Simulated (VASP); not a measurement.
# Mg3Ti (I4/mmm) in VASP: further runs, part 2 of 2

VASP 6.6.1. Earlier steps stand in the parts before.

## (4) Single point, PBE

This run uses another cell than the first one, of 20.78 Å³/atom, 1.043 times its volume.

File INCAR:

```
SYSTEM = Mg3Ti
PREC = Accurate
ENCUT = 520
EDIFF = 1E-6
ISMEAR = -1
SIGMA = 0.05
LREAL = .FALSE.
LASPH = .TRUE.
NELM = 80
ALGO = Normal
ISIF = 2
LWAVE = .FALSE.
LCHARG = .FALSE.
GGA = PE
NBANDS = 17
```

File KPOINTS:

```
Automatic mesh
0
G
  9 9 9
  0 0 0
```

File POSCAR:

```
Mg3Ti
1.0
   -2.1861979442      2.1861979442      4.3481924302
    2.1861979442     -2.1861979442      4.3481924302
    2.1861979442      2.1861979442     -4.3481924302
Ti Mg
1 3
Direct
    0.0000000000      0.0000000000      0.0000000000
    0.7500000000      0.2500000000      0.5000000000
    0.2500000000      0.7500000000      0.5000000000
    0.5000000000      0.5000000000      0.0000000000
```

Potentials or basis: VASP PAW PBE potentials, release 64 (Ti_sv, Mg).

Started as:

```sh
cat potpaw_PBE.64/Ti_sv/POTCAR potpaw_PBE.64/Mg/POTCAR > POTCAR
mpirun -np 1 vasp_std > vasp.out
```

OUTCAR:

```text
SYSTEM = Mg3Ti
   PREC = Accurate
   ENCUT = 520
   EDIFF = 1E-6
   ISMEAR = -1
   LREAL = .FALSE.
   LASPH = .TRUE.
   NELM = 80
   ISIF = 2
   GGA = PE

 ion  position               nearest neighbor table
   1  0.000  0.000  0.000-   2 3.08   3 3.08   2 3.08   3 3.08   2 3.08   3 3.08   2 3.08   3 3.08
                             4 3.09   4 3.09   4 3.09   4 3.09
   2  0.750  0.250  0.500-   4 3.08   1 3.08   1 3.08   4 3.08   1 3.08   4 3.08   4 3.08   1 3.08
                             3 3.09   3 3.09   3 3.09   3 3.09
   3  0.250  0.750  0.500-   1 3.08   4 3.08   1 3.08   4 3.08   1 3.08   4 3.08   1 3.08   4 3.08
                             2 3.09   2 3.09   2 3.09   2 3.09
   4  0.500  0.500  0.000-   3 3.08   2 3.08   2 3.08   3 3.08   2 3.08   3 3.08   3 3.08   2 3.08
                             1 3.09   1 3.09   1 3.09   1 3.09

  LATTYP: Found a body centered tetragonal cell.
 ALAT       =     4.3723958884
 C/A-ratio  =     1.9889289722

  Lattice vectors:

 A1 = (  -2.1861979442,   2.1861979442,   4.3481924302)
 A2 = (   2.1861979442,  -2.1861979442,   4.3481924302)
 A3 = (   2.1861979442,   2.1861979442,  -4.3481924302)

Analysis of symmetry for initial positions (statically):
=====================================================================
 Subroutine PRICEL returns:
 Original cell was already a primitive cell.

 Routine SETGRP: Setting up the symmetry group for a
 body centered tetragonal supercell.

 Subroutine GETGRP returns: Found 16 space group operations
 (whereof 16 operations were pure point group operations)
 out of a pool of 16 trial point group operations.

The static configuration has the point symmetry D_4h.

Analysis of symmetry for dynamics (positions and initial velocities):
=====================================================================
 Subroutine PRICEL returns:
 Original cell was already a primitive cell.

 Routine SETGRP: Setting up the symmetry group for a
 body centered tetragonal supercell.

 Subroutine GETGRP returns: Found 16 space group operations
 (whereof 16 operations were pure point group operations)
 out of a pool of 16 trial point group operations.

The dynamic configuration has the point symmetry D_4h.

 Subroutine INISYM returns: Found 16 space group operations
 (whereof 16 operations are pure point group operations),
 and found     1 'primitive' translations

----------------------------------------------------------------------------------------

                                     Primitive cell

  volume of cell :      83.1281

  direct lattice vectors                    reciprocal lattice vectors
    -2.186197944  2.186197944  4.348192430     0.000000000  0.228707561  0.114990311
     2.186197944 -2.186197944  4.348192430     0.228707561  0.000000000  0.114990311
     2.186197944  2.186197944 -4.348192430     0.228707561  0.228707561  0.000000000

  length of vectors
     5.335325699  5.335325699  5.335325699     0.255988125  0.255988125  0.323441335

  position of ions in fractional coordinates (direct lattice)
     0.000000000  0.000000000  0.000000000
     0.750000000  0.250000000  0.500000000
     0.250000000  0.750000000  0.500000000
     0.500000000  0.500000000  0.000000000

  ion indices of the primitive-cell ions
   primitive index   ion index
                 1           1
                 2           2
                 3           3
                 4           4
[... 21 lines left out ...]

 Subroutine IBZKPT returns following result:
 ===========================================

 Found     75 irreducible k-points:

 Following reciprocal coordinates:
            Coordinates               Weight
  0.000000  0.000000  0.000000      1.000000
  0.111111  0.000000  0.000000      8.000000
  0.222222 -0.000000  0.000000      8.000000
  0.333333  0.000000 -0.000000      8.000000
  0.444444 -0.000000  0.000000      8.000000
  0.111111  0.111111  0.000000      8.000000
[... 16 lines left out ...]
 -0.333333  0.333333  0.000000      4.000000
  0.444444  0.444444 -0.000000      8.000000
 [... further k-points ...]
   k-points           NKPTS =     75   k-points in BZ     NKDIM =     75   number of bands    NBANDS=     17
   number of dos      NEDOS =    301   number of ions     NIONS =      4
   total plane-waves  NPLWV =  64000
   dimension x,y,z NGX =    40 NGY =   40 NGZ =   40
   dimension x,y,z NGXF=    80 NGYF=   80 NGZF=   80
   ions per type =               1   3
   NGX,Y,Z   is equivalent  to a cutoff of  12.46, 12.46, 12.46 a.u.
   NGXF,Y,Z  is equivalent  to a cutoff of  24.93, 24.93, 24.93 a.u.
 SYSTEM =  Mg3Ti
   PREC   = accura    normal or accurate (medium, high low for compatibility)
   ISTART =      0    job   : 0-new  1-cont  2-samecut
   ICHARG =      2    charge: 1-file 2-atom 10-const
   ISPIN  =      1    spin polarized calculation?
   LNONCOLLINEAR =      F non collinear calculations
   LSORBIT =      F    spin-orbit coupling
   LASPH  =      T    aspherical Exc in radial PAW
   ENCUT  =  520.0 eV  38.22 Ry    6.18 a.u.   9.92  9.92  9.92*2*pi/ulx,y,z
   NELM   =     80;   NELMIN=  2; NELMDL= -5     # of ELM steps
   EDIFF  = 0.1E-05   stopping-criterion for ELM
   LREAL  =      F    real-space projection
   EDIFFG = 0.1E-04   stopping-criterion for IOM
   NSW    =      0    number of steps for IOM
   IBRION =     -1    ionic relax: 0-MD 1-quasi-New 2-CG
   NFREE  =      0    steps in history (QN), initial steepest desc. (CG)
   ISIF   =      2    stress and relaxation
   ISYM   =      2    0-nonsym 1-usesym 2-fastsym
   POTIM  = 0.5000    time-step for ionic-motion
   TEBEG  =    0.0;   TEEND  =   0.0 temperature during run
   PSTRESS=    0.0 pullay stress
   NELECT =      18.0000    total number of electrons
   NUPDOWN=      -1.0000    fix difference up-down
   EMIN   =  10.00;   EMAX   =-10.00  energy-range for DOS
   EFERMI =   0.00;   METHOD = LEGACY
   ISMEAR =    -1;   SIGMA  =   0.05  broadening in eV -4-tet -1-fermi 0-gaus
   EFERMI_NEDOS =   21; number of points for ismear=-14 and -15
   IALGO  =     38    algorithm
   IMIX   =      4    mixing-type and parameters
     AMIX     =   0.40;   BMIX     =  1.00
     AMIX_MAG =   1.60;   BMIX_MAG =  1.00
  volume/ion in A,a.u.               =      20.78       140.24
  Fermi-wavevector in a.u.,A,eV,Ry     =   0.983067  1.857727 13.148951  0.966421
  Thomas-Fermi vector in A             =   2.114197
   LORBIT       =      0    0 simple, 1 ext, 2 COOP (PROOUT), +10 PAW based schemes
   GGA     = PE    functional components
   LHFCALC =     F    Hartree Fock is set to
   AEXX    =    0.0000 exact exchange contribution
   IVDW    =     0    specifies the selected vdW correction
   LEPSILON=     F    determine dielectric tensor
   LRPA    =     F    only Hartree local field effects (RPA)
 non-spin polarized calculation
  energy-cutoff  :      520.00
  volume of cell :       83.13
 maximum number of plane-waves:      2272
   NGX = 19   NGY = 19   NGZ = 19

 number of electron      18.0000003 magnetization

 Free energy of the ion-electron system (eV)
  ---------------------------------------------------
  ext. energy  EPLUGINS =         0.00000000
  ---------------------------------------------------
  free energy    TOTEN  =       -11.40466123 eV

  energy without entropy =      -11.36202821  energy(sigma->0) =      -11.38334472

 E-fermi :   3.7353     XC(G=0):  -9.2701

 val. band max:        3.7294168905   @ k =  -0.1111   0.2222   0.1111
 cond. band min:       3.7394431449   @ k =   0.1111   0.1111   0.1111
 fundamental gap:      0.0100262544
 Fermi energy:         3.7352540794

 k-point     1 :       0.0000    0.0000    0.0000
  band No.  band energies     occupation
      1     -53.4092      2.00000
      2     -29.6969      2.00000
      3     -29.6472      2.00000
      4     -29.6472      2.00000
      5      -2.9658      2.00000
      6       3.1426      1.99999
[... 457 lines left out ...]
      4     -29.6508      2.00000
      5       0.6018      2.00000
      6       1.0248      2.00000
[... 9 lines left out ...]
     16       8.0538      0.00000
     17       8.8522      0.00000

 [... further k-points ...]
[... 5 lines left out ...]
  --------------------------------------------------------------------------------------
  -------------------------------------------------------------------------------------
  Total        0.3714804      0.3714804     -0.1536979      0.0000000     -0.0000000      0.0000000
  in kB        7.1597659      7.1597659     -2.9623113      0.0000000     -0.0000000      0.0000000
  external PRESSURE =       3.7857402 kB  Pullay stress =       0.0000000 kB

 VOLUME and BASIS-vectors are now :
 -----------------------------------------------------------------------------
  energy-cutoff  :      520.00
  volume of cell :       83.13
      direct lattice vectors                 reciprocal lattice vectors
    -2.186197944  2.186197944  4.348192430     0.000000000  0.228707561  0.114990311
     2.186197944 -2.186197944  4.348192430     0.228707561  0.000000000  0.114990311
     2.186197944  2.186197944 -4.348192430     0.228707561  0.228707561  0.000000000

 POSITION                                       TOTAL-FORCE (eV/Angst)
 -----------------------------------------------------------------------------------
      0.00000      0.00000      0.00000         0.000000      0.000000      0.000000
      0.00000      2.18620      2.17410         0.000000     -0.000000     -0.000000
      2.18620      0.00000      2.17410        -0.000000     -0.000000      0.000000
      0.00000      0.00000      4.34819         0.000000      0.000000      0.000000
 -----------------------------------------------------------------------------------
    total drift:                               -0.000000     -0.000000      0.000000

  FREE ENERGIE OF THE ION-ELECTRON SYSTEM (eV)
  ---------------------------------------------------
  free  energy   TOTEN  =       -11.4046612296 eV

  energy  without entropy=      -11.3620282105  energy(sigma->0) =      -11.38334472
```

It took 99 s on 1 thread of AMD EPYC 7R13 (Zen 3), shared host; peak memory 0.27 GiB.

Results:

```yaml
Free_energy: -11.4047 eV
Pressure: 0.4 GPa
Band_gap_on_the_k_mesh: zero (band 9 reaches 4.15 eV, above the bottom of band 10 at 3.05 eV)
```

Levels at points of the mesh, in eV from the Fermi level:
| k point | band 7 | band 8 | band 9 | band 10 | band 11 | band 12 |
| --- | --- | --- | --- | --- | --- | --- |
| (0.00, 0.00, 0.00) | -0.53 | -0.28 | -0.28 | 0.57 | 0.64 | 2.59 |

## (5) Single point, PBE

This run uses another cell than the first one, of 21.21 Å³/atom, 1.064 times its volume.

File INCAR:

```
PREC     = Accurate       # precision mode
ENCUT    = 520            # plane-wave cutoff, eV
EDIFF    = 1E-6           # SCF threshold, eV
ISMEAR   = -1             # smearing method
SIGMA    = 0.05           # smearing width, eV
LREAL    = False          # projectors in reciprocal space
LASPH    = True           # aspherical terms in the spheres
NELM     = 60             # most SCF steps
ALGO     = Fast           # electronic algorithm
ISIF     = 2              # what is computed and relaxed
LWAVE    = False          # write WAVECAR
LCHARG   = True           # write CHGCAR
GGA      = PE             # functional
LELF     = True           # ELF
LVHAR    = True         
NBANDS   = 17             # bands
```

File KPOINTS:

```
Automatic mesh
0
Gamma
  9 9 9
```

File POSCAR:

```
Mg3Ti
1.0
   -2.2009700000      2.2009700000      4.3775730000
    2.2009700000     -2.2009700000      4.3775730000
    2.2009700000      2.2009700000     -4.3775730000
Ti Mg
1 3
Direct
    0.0000000000      0.0000000000      0.0000000000
    0.7500000000      0.2500000000      0.5000000000
    0.2500000000      0.7500000000      0.5000000000
    0.5000000000      0.5000000000      0.0000000000
```

Potentials or basis: VASP PAW PBE potentials, release 64 (Ti_sv, Mg).

Started as:

```sh
cat potpaw_PBE.64/Ti_sv/POTCAR potpaw_PBE.64/Mg/POTCAR > POTCAR
mpirun -np 1 vasp_std > vasp.out
```

OUTCAR:

```text
PREC = Accurate
   ENCUT = 520
   EDIFF = 1E-6
   ISMEAR = -1
   LREAL = False
   LASPH = True
   NELM = 60
   ISIF = 2
   GGA = PE

 ion  position               nearest neighbor table
   1  0.000  0.000  0.000-   2 3.10   3 3.10   2 3.10   3 3.10   2 3.10   3 3.10   2 3.10   3 3.10
                             4 3.11   4 3.11   4 3.11   4 3.11
   2  0.750  0.250  0.500-   4 3.10   1 3.10   1 3.10   4 3.10   1 3.10   4 3.10   4 3.10   1 3.10
                             3 3.11   3 3.11   3 3.11   3 3.11
   3  0.250  0.750  0.500-   1 3.10   4 3.10   1 3.10   4 3.10   1 3.10   4 3.10   1 3.10   4 3.10
[... 685 lines left out ...]
  --------------------------------------------------------------------------------------
  -------------------------------------------------------------------------------------
  Total       -0.1938509     -0.1938509     -0.6723218      0.0000000     -0.0000000      0.0000000
  in kB       -3.6614818     -3.6614818    -12.6989017      0.0000000     -0.0000000      0.0000000
  external PRESSURE =      -6.6739551 kB  Pullay stress =       0.0000000 kB

 VOLUME and BASIS-vectors are now :
 -----------------------------------------------------------------------------
  energy-cutoff  :      520.00
  volume of cell :       84.82
      direct lattice vectors                 reciprocal lattice vectors
    -2.200970000  2.200970000  4.377573000     0.000000000  0.227172565  0.114218541
     2.200970000 -2.200970000  4.377573000     0.227172565  0.000000000  0.114218541
     2.200970000  2.200970000 -4.377573000     0.227172565  0.227172565  0.000000000

 POSITION                                       TOTAL-FORCE (eV/Angst)
 -----------------------------------------------------------------------------------
      0.00000      0.00000      0.00000        -0.000000     -0.000000     -0.000000
      0.00000      2.20097      2.18879         0.000000     -0.000000     -0.000000
      2.20097      0.00000      2.18879        -0.000000      0.000000      0.000000
      0.00000      0.00000      4.37757        -0.000000     -0.000000     -0.000000
 -----------------------------------------------------------------------------------
    total drift:                               -0.000000     -0.000000      0.000000

  FREE ENERGIE OF THE ION-ELECTRON SYSTEM (eV)
  ---------------------------------------------------
  free  energy   TOTEN  =       -11.4030016235 eV

  energy  without entropy=      -11.3593721463  energy(sigma->0) =      -11.38118688
```

OSZICAR:

```text
N       E                     dE             d eps       ncg     rms          rms(c)
DAV:   1     0.942843242899E+02    0.94284E+02   -0.78406E+03  2550   0.936E+02
DAV:   2    -0.678207951559E+01   -0.10107E+03   -0.98578E+02  2676   0.239E+02
[... 20 lines left out ...]
RMM:  23    -0.114030036587E+02   -0.10261E-04   -0.47817E-05  3786   0.515E-02    0.820E-02
RMM:  24    -0.114030105220E+02   -0.68633E-05   -0.27143E-05  3630   0.299E-02    0.983E-02
RMM:  25    -0.114030129944E+02   -0.24724E-05   -0.13609E-05  3154   0.174E-02    0.102E-01
RMM:  26    -0.114030095668E+02    0.34276E-05   -0.12966E-05  3137   0.164E-02    0.864E-02
RMM:  27    -0.114030019427E+02    0.76241E-05   -0.40629E-05  3915   0.510E-02    0.368E-02
RMM:  28    -0.114030012765E+02    0.66625E-06   -0.16830E-05  3694   0.306E-02    0.840E-03
RMM:  29    -0.114030016235E+02   -0.34700E-06   -0.44020E-06  2710   0.121E-02
   1 F= -.11403002E+02 E0= -.11381187E+02  d E =-.436295E-01
```

stdout:

```text
POSCAR found type information on POSCAR TiMg
 POSCAR found :  2 types and       4 ions
 scaLAPACK will be used
 LDA part: xc-table for (Slater+PW92), standard interpolation
 POSCAR, INCAR and KPOINTS ok, starting setup
 FFT: planning ... GRIDC
 FFT: planning ... GRID_SOFT
 FFT: planning ... GRID
 WAVECAR not read
 entering main loop
WARNING in EDDRMM: call to ZHEGV failed, returncode =   8  4     16
WARNING in EDDRMM: call to ZHEGV failed, returncode =   6  3      6
WARNING in EDDRMM: call to ZHEGV failed, returncode =   6  3      5
WARNING in EDDRMM: call to ZHEGV failed, returncode =   6  3      5
```

It took 4.2 min on 1 thread of AMD EPYC 7R13 (Zen 3), shared host; peak memory 0.28 GiB.

Results:

```
Free energy            : -11.4030 eV
Pressure               : -0.7 GPa
Band gap on the k mesh : zero (band 9 reaches 4.02 eV, above the bottom of band 10 at 2.92 eV)
```

## (6) Summary

```csv
cell,gap on the mesh (eV),pressure (GPa)
"a = 5.262 Å, angles 131.6, 131.6, 70.8°, 4 atoms",none,2.7
"a = 5.299 Å, angles 131.6, 131.6, 70.8°, 4 atoms",none,1.5
"a = 5.335 Å, angles 131.6, 131.6, 70.8°, 4 atoms",none,0.4
"a = 5.371 Å, angles 131.6, 131.6, 70.8°, 4 atoms",none,-0.7
```

Alike in all rows: task single point; level PBE; potentials or basis VASP PAW PBE potentials, release 64 (Ti_sv, Mg); no spin polarisation; k mesh 9 × 9 × 9; cutoff (eV) 520; smearing fermi-dirac 0.05 eV.

Total energies depend on the potentials used, so only differences within one code and one set of settings carry meaning.
